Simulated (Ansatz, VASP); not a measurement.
**One calculation of Ir, two programs**

```
Ir
1.0
     0.00000    2.25578    2.25578
     2.25578    0.00000    2.25578
     2.25578    2.25578    0.00000
Ir
2
Direct
  0.87500 0.87500 0.87500
  0.12500 0.12500 0.12500
```

Change from the starting cell: volume scaled by 0.55, PAW files.

Alike in both runs: task single point; functional PBEsol; k mesh 13 × 13 × 13; occupations fermi-dirac, width 0.05 eV; no spin polarisation.

|  | VASP | Ansatz |
| --- | --- | --- |
| version | VASP 6.6.1 | Ansatz 0.2.0 |
| potentials or method | VASP PAW PBE potentials, release 64 (Ir_sv_GW) | PAW with Ansatz's default frozen-core files, scalar-relativistic |
| plane-wave cutoff (eV) | 560 | 420 |
| valence electrons in the cell | 34 | 34 |

|  | VASP | Ansatz | Ansatz less VASP |
| --- | --- | --- | --- |
| pressure (GPa) | 496.8 | 494.6 | -2.17 |

VASP's potentials were made for PBE, not for PBEsol. Both programs put the cell under a high pressure, so it lies far from rest at this level.

Spin-orbit coupling is off throughout. Noted on VASP's run: the cell as given lies far from equilibrium.
